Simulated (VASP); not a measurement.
Runs of VASP 6.6.1 on Li2H. The structure is that of space group P6/mmm (No. 191), or close to it. The cells are those of the table. 

```tsv
task	potentials or basis	cell	k mesh	cutoff (eV)	second run	gap on the mesh (eV)	pressure (GPa)	relaxed volume (Å³/atom)
relaxation of cell and atoms	VASP PAW PBE potentials, release 64 (Li_sv, H_h)	relaxed from a = 3.121, b = 3.121, c = 3.369 Å, angles 90.0, 90.0, 120.0°, 3 atoms	6 × 6 × 6	910	hard_potentials	none	-0.1	12.93
single point	VASP PAW PBE potentials, release 64 (Li_sv, H)	a = 4.122, b = 4.122, c = 2.653 Å, angles 90.0, 90.0, 120.0°, 3 atoms	6 × 6 × 6	520	-	none	-	-
single point	VASP PAW PBE potentials, release 64 (Li_sv, H)	a = 4.127, b = 4.127, c = 2.658 Å, angles 90.0, 90.0, 120.0°, 3 atoms	12 × 12 × 18	520	-	none	-	-
single point	VASP PAW PBE potentials, release 64 (Li_sv, H)	a = 3.121, b = 3.121, c = 3.369 Å, angles 90.0, 90.0, 120.0°, 3 atoms	6 × 6 × 6	520	-	none	-	-
relaxation of cell and atoms	VASP PAW PBE potentials, release 64 (Li_sv, H)	relaxed from a = 3.121, b = 3.121, c = 3.369 Å, angles 90.0, 90.0, 120.0°, 3 atoms	6 × 6 × 6	600	-	none	0.0	(a)
```

Alike in all rows: level PBE; no spin polarisation; smearing gaussian 0.1 eV.

Q: Fill in the values left out.

A: (a) 11.58.

Caveats: some runs use coarse meshes; the cutoff is under 1.25 times the usual one of these potentials, so pressure, stress and relaxed cells hold a basis-set (Pulay) error (some runs); the volume moved by over 15 % at a fixed basis, so the end points are rough (some runs).

A gap of «none» marks levels without a gap at the run's occupations.
